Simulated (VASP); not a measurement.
# TiSi2 (Zhiqinite) (Fddd) in VASP: single point with PBEsol

Aim: the single point of TiSi2 (Zhiqinite) with PBEsol.

Everything below comes from runs of VASP 6.6.1. Logs are shortened: lines on timing, memory, paths and dates and some standing lists are left out, and cuts for length are marked.

### 1 The cell of the first run

The structure is orthorhombic, space group Fddd (No. 70). Conventional cell: a = 4.762 Å, b = 8.182 Å, c = 8.496 Å, α = 90.00°, β = 90.00°, γ = 90.00°. Ti (site symmetry 222) has 10 Si at 2.54 to 2.75 Å and 4 Ti at 3.18 Å within 3.3 Å. Si (site symmetry 2) has 9 Si at 2.52 to 3.18 Å and 5 Ti at 2.54 to 2.75 Å within 3.3 Å.

### 2 Single point, PBEsol

INCAR reads:

```
PREC = Accurate
ENCUT = 520
EDIFF = 1E-6
ISMEAR = 0
SIGMA = 0.1
LREAL = F
LASPH = T
NELM = 60
ALGO = Normal
ISIF = 2
LWAVE = F
LCHARG = T
GGA = PS
LELF = T
LVHAR = T
NBANDS = 29
```

KPOINTS reads:

```
regular mesh
0
Gamma
  10 10 10
```

POSCAR reads:

```
TiSi2
1.0
    0.0000000000      4.0909027047      4.2481729778
    2.3809165546      0.0000000000      4.2481729778
    2.3809165546      4.0909027047      0.0000000000
Ti Si
2 4
Direct
    0.7500000000      0.7500000000      0.7500000000
    0.5000000000      0.5000000000      0.5000000000
    0.0862249070      0.4137750930      0.0862249070
    0.4137750930      0.0862249070      0.4137750930
    0.1637750930      0.8362249070      0.1637750930
    0.8362249070      0.1637750930      0.8362249070
```

Potentials or basis: VASP PAW PBE potentials, release 64 (Ti_sv, Si).

The run is started by

```
$ cat potpaw_PBE.64/Ti_sv/POTCAR potpaw_PBE.64/Si/POTCAR > POTCAR
$ mpirun -np 1 vasp_std > vasp.out
```

OUTCAR:

```text
PREC = Accurate
   ENCUT = 520
   EDIFF = 1E-6
   ISMEAR = 0
   LREAL = F
   LASPH = T
   NELM = 60
   ISIF = 2
   GGA = PS

 ion  position               nearest neighbor table
   1  0.750  0.750  0.750-   6 2.54   5 2.54   6 2.54   5 2.54   4 2.73   4 2.73   3 2.73   3 2.73
                             3 2.75   4 2.75
   2  0.500  0.500  0.500-   3 2.54   4 2.54   3 2.54   4 2.54   5 2.73   5 2.73   6 2.73   6 2.73
                             5 2.75   6 2.75
   3  0.086  0.414  0.086-   5 2.52   5 2.52   2 2.54   2 2.54   4 2.68   1 2.73   1 2.73   1 2.75
                             4 2.77   4 2.77
   4  0.414  0.086  0.414-   6 2.52   6 2.52   2 2.54   2 2.54   3 2.68   1 2.73   1 2.73   1 2.75
                             3 2.77   3 2.77
   5  0.164  0.836  0.164-   3 2.52   3 2.52   1 2.54   1 2.54   6 2.68   2 2.73   2 2.73   2 2.75
                             6 2.77   6 2.77
   6  0.836  0.164  0.836-   4 2.52   4 2.52   1 2.54   1 2.54   5 2.68   2 2.73   2 2.73   2 2.75
                             5 2.77   5 2.77

  LATTYP: Found a face centered orthorhombic cell.
 ALAT       =     4.7618331092
 B/A-ratio  =     1.7182049899
 C/A-ratio  =     1.7842594986

  Lattice vectors:

 A1 = (   0.0000000000,   4.0909027047,   4.2481729778)
 A2 = (   2.3809165546,   0.0000000000,   4.2481729778)
 A3 = (   2.3809165546,   4.0909027047,   0.0000000000)

Analysis of symmetry for initial positions (statically):
=====================================================================
 Subroutine PRICEL returns:
 Original cell was already a primitive cell.

 Routine SETGRP: Setting up the symmetry group for a
 face centered orthorhombic supercell.

 Subroutine GETGRP returns: Found  8 space group operations
 (whereof  4 operations were pure point group operations)
 out of a pool of  8 trial point group operations.

The static configuration has the point symmetry D_2 .
 The point group associated with its full space group is D_2h.

Analysis of symmetry for dynamics (positions and initial velocities):
=====================================================================
 Subroutine PRICEL returns:
 Original cell was already a primitive cell.

 Routine SETGRP: Setting up the symmetry group for a
 face centered orthorhombic supercell.

 Subroutine GETGRP returns: Found  8 space group operations
 (whereof  4 operations were pure point group operations)
 out of a pool of  8 trial point group operations.

The dynamic configuration has the point symmetry D_2 .
 The point group associated with its full space group is D_2h.

 Subroutine INISYM returns: Found  8 space group operations
 (whereof  4 operations are pure point group operations),
 and found     1 'primitive' translations

----------------------------------------------------------------------------------------

                                     Primitive cell

  volume of cell :      82.7552

  direct lattice vectors                    reciprocal lattice vectors
     0.000000000  4.090902705  4.248172978    -0.210003160  0.122222413  0.117697656
     2.380916555  0.000000000  4.248172978     0.210003160 -0.122222413  0.117697656
     2.380916555  4.090902705  0.000000000     0.210003160  0.122222413 -0.117697656

  length of vectors
     5.897665520  4.869880624  4.733312643     0.269985895  0.269985895  0.269985895

  position of ions in fractional coordinates (direct lattice)
     0.750000000  0.750000000  0.750000000
     0.500000000  0.500000000  0.500000000
     0.086224907  0.413775093  0.086224907
     0.413775093  0.086224907  0.413775093
     0.163775093  0.836224907  0.163775093
     0.836224907  0.163775093  0.836224907

  ion indices of the primitive-cell ions
   primitive index   ion index
                 1           1
                 2           2
                 3           3
                 4           4
                 5           5
                 6           6

----------------------------------------------------------------------------------------

 KPOINTS: regular mesh

Automatic generation of k-mesh.
 Grid dimensions read from file:
 generate k-points for:   10   10   10

 Generating k-lattice:

  Cartesian coordinates                     Fractional coordinates (reciprocal lattice)
    -0.021000316  0.012222241  0.011769766     0.100000000 -0.000000000  0.000000000
     0.021000316 -0.012222241  0.011769766    -0.000000000  0.100000000  0.000000000
     0.021000316  0.012222241 -0.011769766     0.000000000  0.000000000  0.100000000

  Length of vectors
     0.026998590  0.026998590  0.026998590

  Shift w.r.t. Gamma in fractional coordinates (k-lattice)
     0.000000000  0.000000000  0.000000000

 Subroutine IBZKPT returns following result:
 ===========================================

 Found    171 irreducible k-points:

 Following reciprocal coordinates:
            Coordinates               Weight
  0.000000  0.000000  0.000000      1.000000
  0.100000 -0.000000  0.000000      8.000000
  0.200000 -0.000000  0.000000      8.000000
  0.300000 -0.000000  0.000000      8.000000
  0.400000 -0.000000 -0.000000      8.000000
  0.500000 -0.000000  0.000000      4.000000
[... 16 lines left out ...]
  0.300000  0.300000  0.000000      2.000000
  0.400000  0.300000 -0.000000      8.000000
 [... further k-points ...]
   k-points           NKPTS =    171   k-points in BZ     NKDIM =    171   number of bands    NBANDS=     29
   number of dos      NEDOS =    301   number of ions     NIONS =      6
   total plane-waves  NPLWV =  62208
   dimension x,y,z NGX =    48 NGY =   36 NGZ =   36
   dimension x,y,z NGXF=    96 NGYF=   72 NGZF=   72
   ions per type =               2   4
   NGX,Y,Z   is equivalent  to a cutoff of  13.53, 12.29, 12.64 a.u.
   NGXF,Y,Z  is equivalent  to a cutoff of  27.06, 24.58, 25.29 a.u.
 SYSTEM =  unknown system
   PREC   = accura    normal or accurate (medium, high low for compatibility)
   ISTART =      0    job   : 0-new  1-cont  2-samecut
   ICHARG =      2    charge: 1-file 2-atom 10-const
   ISPIN  =      1    spin polarized calculation?
   LNONCOLLINEAR =      F non collinear calculations
   LSORBIT =      F    spin-orbit coupling
   LASPH  =      T    aspherical Exc in radial PAW
   ENCUT  =  520.0 eV  38.22 Ry    6.18 a.u.  10.97  9.05  8.80*2*pi/ulx,y,z
   NELM   =     60;   NELMIN=  2; NELMDL= -5     # of ELM steps
   EDIFF  = 0.1E-05   stopping-criterion for ELM
   LREAL  =      F    real-space projection
   EDIFFG = 0.1E-04   stopping-criterion for IOM
   NSW    =      0    number of steps for IOM
   IBRION =     -1    ionic relax: 0-MD 1-quasi-New 2-CG
   NFREE  =      0    steps in history (QN), initial steepest desc. (CG)
   ISIF   =      2    stress and relaxation
   ISYM   =      2    0-nonsym 1-usesym 2-fastsym
   POTIM  = 0.5000    time-step for ionic-motion
   TEBEG  =    0.0;   TEEND  =   0.0 temperature during run
   PSTRESS=    0.0 pullay stress
   NELECT =      40.0000    total number of electrons
   NUPDOWN=      -1.0000    fix difference up-down
   EMIN   =  10.00;   EMAX   =-10.00  energy-range for DOS
   EFERMI =   0.00;   METHOD = LEGACY
   ISMEAR =     0;   SIGMA  =   0.10  broadening in eV -4-tet -1-fermi 0-gaus
   EFERMI_NEDOS =   21; number of points for ismear=-14 and -15
   IALGO  =     38    algorithm
   IMIX   =      4    mixing-type and parameters
     AMIX     =   0.40;   BMIX     =  1.00
     AMIX_MAG =   1.60;   BMIX_MAG =  1.00
  volume/ion in A,a.u.               =      13.79        93.08
  Fermi-wavevector in a.u.,A,eV,Ry     =   1.284783  2.427887 22.458680  1.650666
  Thomas-Fermi vector in A             =   2.416956
   LORBIT       =      0    0 simple, 1 ext, 2 COOP (PROOUT), +10 PAW based schemes
   GGA     = PS    functional components
   LHFCALC =     F    Hartree Fock is set to
   AEXX    =    0.0000 exact exchange contribution
   IVDW    =     0    specifies the selected vdW correction
   LEPSILON=     F    determine dielectric tensor
   LRPA    =     F    only Hartree local field effects (RPA)
 non-spin polarized calculation
 Gauss-broadening in eV      SIGMA  =   0.10
  energy-cutoff  :      520.00
  volume of cell :       82.76
 maximum number of plane-waves:      2264
 NGX is ok and might be reduce to    48
   NGX = 21   NGY = 19   NGZ = 17

 number of electron      40.0000004 magnetization

 Free energy of the ion-electron system (eV)
  ---------------------------------------------------
  ext. energy  EPLUGINS =         0.00000000
  ---------------------------------------------------
  free energy    TOTEN  =       -43.68582477 eV

  energy without entropy =      -43.67505074  energy(sigma->0) =      -43.68043776

 E-fermi :  10.2643     XC(G=0): -11.8839

 val. band max:       10.2606018762   @ k =   0.0000   0.2000   0.2000
 cond. band min:      10.2663109849   @ k =   0.0000   0.2000   0.2000
 fundamental gap:      0.0057091087
 Fermi energy:        10.2642595014

 k-point     1 :       0.0000    0.0000    0.0000
  band No.  band energies     occupation
      1     -45.7013      2.00000
      2     -45.6700      2.00000
      3     -22.2019      2.00000
      4     -22.1821      2.00000
      5     -22.1030      2.00000
      6     -22.0871      2.00000
[... 21 lines left out ...]
     28      14.1008      0.00000
     29      14.1798      0.00000

 k-point     2 :       0.1000   -0.0000    0.0000
  band No.  band energies     occupation
      1     -45.7007      2.00000
      2     -45.6706      2.00000
      3     -22.2013      2.00000
      4     -22.1818      2.00000
      5     -22.1057      2.00000
      6     -22.0871      2.00000
[... 21 lines left out ...]
     28      14.0042      0.00000
     29      14.1665      0.00000

 k-point     3 :       0.2000   -0.0000    0.0000
  band No.  band energies     occupation
      1     -45.6991      2.00000
      2     -45.6721      2.00000
      3     -22.2011      2.00000
      4     -22.1799      2.00000
      5     -22.1137      2.00000
      6     -22.0867      2.00000
[... 21 lines left out ...]
     28      14.3305      0.00000
     29      14.4733      0.00000

 k-point     4 :       0.3000   -0.0000    0.0000
  band No.  band energies     occupation
      1     -45.6967      2.00000
      2     -45.6744      2.00000
      3     -22.2024      2.00000
      4     -22.1751      2.00000
      5     -22.1255      2.00000
      6     -22.0846      2.00000
[... 21 lines left out ...]
     28      14.4796      0.00000
     29      14.7897      0.00000

 k-point     5 :       0.4000   -0.0000   -0.0000
  band No.  band energies     occupation
      1     -45.6943      2.00000
      2     -45.6767      2.00000
      3     -22.2041      2.00000
      4     -22.1686      2.00000
      5     -22.1376      2.00000
      6     -22.0804      2.00000
[... 21 lines left out ...]
     28      14.5743      0.00000
     29      15.0223      0.00000
[... 510 lines left out ...]
     28      14.4673      0.00000
     29      14.7011      0.00000

 k-point    22 :      -0.2000    0.2000    0.0000
  band No.  band energies     occupation
      1     -45.6957      2.00000
      2     -45.6754      2.00000
      3     -22.2026      2.00000
      4     -22.1807      2.00000
      5     -22.1196      2.00000
      6     -22.0921      2.00000
[... 21 lines left out ...]
     28      14.4850      0.00000
     29      14.6379      0.00000

 k-point    23 :       0.3000    0.3000    0.0000
  band No.  band energies     occupation
      1     -45.6948      2.00000
      2     -45.6764      2.00000
      3     -22.1771      2.00000
      4     -22.1736      2.00000
      5     -22.1315      2.00000
      6     -22.0972      2.00000
[... 21 lines left out ...]
     28      14.3147      0.00000
     29      14.5210      0.00000

 k-point    24 :       0.4000    0.3000   -0.0000
  band No.  band energies     occupation
      1     -45.6925      2.00000
      2     -45.6786      2.00000
      3     -22.1792      2.00000
      4     -22.1609      2.00000
      5     -22.1413      2.00000
      6     -22.1041      2.00000
[... 21 lines left out ...]
     28      14.3955      0.00000
     29      14.5137      0.00000

 [... further k-points ...]

------------------------ aborting loop because EDIFF is reached ----------------------------------------

  FORCE on cell =-STRESS in cart. coord.  units (eV):
  Direction    XX          YY          ZZ          XY          YZ          ZX
  --------------------------------------------------------------------------------------
  -------------------------------------------------------------------------------------
  Total        0.0745659      0.0728682      0.1054166      0.0000000      0.0000000      0.0000000
  in kB        1.4436290      1.4107603      2.0409102      0.0000000      0.0000000      0.0000000
  external PRESSURE =       1.6317665 kB  Pullay stress =       0.0000000 kB

 VOLUME and BASIS-vectors are now :
 -----------------------------------------------------------------------------
  energy-cutoff  :      520.00
  volume of cell :       82.76
      direct lattice vectors                 reciprocal lattice vectors
     0.000000000  4.090902705  4.248172978    -0.210003160  0.122222413  0.117697656
     2.380916555  0.000000000  4.248172978     0.210003160 -0.122222413  0.117697656
     2.380916555  4.090902705  0.000000000     0.210003160  0.122222413 -0.117697656

 POSITION                                       TOTAL-FORCE (eV/Angst)
 -----------------------------------------------------------------------------------
      3.57137      6.13635      6.37226        -0.000000      0.000000     -0.000000
      2.38092      4.09090      4.24817         0.000000      0.000000      0.000000
      1.19046      0.70548      2.12409         0.000000     -0.004158      0.000000
      1.19046      3.38543      2.12409         0.000000      0.004158      0.000000
      2.38092      1.33998      4.24817         0.000000      0.004158     -0.000000
      2.38092      6.84183      4.24817         0.000000     -0.004158     -0.000000
 -----------------------------------------------------------------------------------
    total drift:                               -0.000000     -0.000000     -0.000000

  FREE ENERGIE OF THE ION-ELECTRON SYSTEM (eV)
  ---------------------------------------------------
  free  energy   TOTEN  =       -43.6858247706 eV

  energy  without entropy=      -43.6750507425  energy(sigma->0) =      -43.68043776
```

Run time: 5.4 min. Hardware: 1 thread of Intel Xeon Platinum 8488C (Sapphire Rapids), shared host; peak memory 0.47 GiB.

What came out:

```yaml
Free_energy: -43.6858 eV
Pressure: 0.2 GPa
Largest_force: 0.004 eV/Å
Band_gap_on_the_k_mesh: zero (band 20 reaches 10.97 eV, above the bottom of band 21 at 9.08 eV)
```

Forces on the atoms (eV/Å):
```
Ti   0.000  0.000  0.000
Ti   0.000  0.000  0.000
Si   0.000 -0.004  0.000
Si   0.000  0.004  0.000
Si   0.000  0.004  0.000
Si   0.000 -0.004  0.000
```

Levels at points of the mesh, in eV from the Fermi level:
```tsv
k point	band 18	band 19	band 20	band 21	band 22	band 23
(0.00, 0.00, 0.00)	-2.02	-1.76	-1.38	-0.94	2.09	3.19
(0.50, 0.00, 0.00)	-1.08	-0.03	0.15	1.04	1.40	1.74
(0.50, 0.50, 0.00)	-1.56	-1.00	-1.00	0.77	0.77	3.30
(0.50, 0.00, 0.50)	-2.37	-0.87	-0.87	1.31	1.31	3.37
(0.00, 0.50, 0.50)	-1.17	-0.64	-0.64	0.87	0.87	2.34
```

Caveat: the PAW data sets were made with another functional, which shifts forces and pressure a little.
